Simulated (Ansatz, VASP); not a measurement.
PtSe2: VASP beside Ansatz

INCAR

```
SYSTEM = PtSe2
PREC     = Accurate       ! precision mode
ENCUT    = 520            ! plane-wave cutoff, eV
EDIFF    = 1E-6           ! SCF threshold, eV
ISMEAR   = 0              ! smearing method
SIGMA    = 0.15           ! smearing width, eV
LREAL    = .False.        ! projectors in reciprocal space
LASPH    = .True.         ! aspherical terms in the spheres
NELM     = 80             ! most SCF steps
ALGO     = Normal         ! electronic algorithm
ISIF     = 2              ! what is computed and relaxed
LWAVE    = .False.        ! write WAVECAR
LCHARG   = .False.        ! write CHGCAR
GGA      = PE             ! functional
IVDW     = 12             ! dispersion correction
NBANDS   = 18             ! bands
```

The input KPOINTS:

```
regular mesh
0
Gamma
  12 12 8
  0 0 0
```

POSCAR

```
PtSe2
1.0
    3.4886403814      0.0000000000      0.0000000000
   -1.7443201907      2.7762848818      0.0000000000
    0.0000000000      0.0000000000      4.8219239451
Pt Se
1 2
Direct
    0.0000000000      0.0000000000      0.0000000000
    0.3333333333      0.6666666667      0.2655211092
    0.6666666667      0.3333333333      0.7344788908
```

Input for Ansatz:

```yaml
crystal:
  lattice:
    - [3.4886403814, 0.0, 0.0]
    - [-1.7443201907, 2.7762848818, 0.0]
    - [0.0, 0.0, 4.8219239451]
  atoms:
    - { symbol: Pt, position: [0.0, 0.0, 0.0] }
    - { symbol: Se, position: [0.3333333333, 0.6666666667, 0.2655211092] }
    - { symbol: Se, position: [0.6666666667, 0.3333333333, 0.7344788908] }
basis:
  ecutwfc: 420
kpoints:
  mp_grid: { grid: [12, 12, 8] }
hamiltonian:
  xc: pbe
  pseudopotentials: { kind: paw, azcp: { folder: soft_1 } }
  dispersion: d3bj
scf:
  occupations: { method: gaussian, width: 0.15 }
output:
  forces: true
  stress: true
  eigenvalues: true
```

Change from the starting cell: normal strain along x -0.0750, normal strain along y -0.1500.

Alike in both runs: task single point; functional PBE; dispersion D3(BJ); k mesh 12 × 12 × 8; occupations gaussian, width 0.15 eV; no spin polarisation.

```csv
,VASP,Ansatz
version,VASP 6.6.1,Ansatz 0.2.0
potentials or method,"VASP PAW PBE potentials, release 64 (Pt, Se), cutoff 520 eV","scalar-relativistic, plane waves, PAW"
valence electrons in the cell,22,50
```

```csv
,VASP,Ansatz,Ansatz less VASP
gap on the k mesh at the Fermi level (eV),none,none,-
pressure (GPa),63.9,63.4,-0.54
"traceless stress, the component that is largest in VASP (GPa)",20.58,20.50,-0.079
rms of the force components (eV/Å),2.110,2.088,-0.0221
```

Atom by atom the forces differ by 0.022 eV/Å (rms over components). A gap of «none» marks a metal or a gap that the smearing closes. Both programs put the cell under a high pressure, so it lies far from rest at this level. VASP's potentials hold 22 valence electrons a cell and Ansatz's 50, so a difference there can come from the potentials and not from the codes.

Neither program's run includes spin-orbit coupling. Noted on VASP's run: the cell as given lies far from equilibrium.
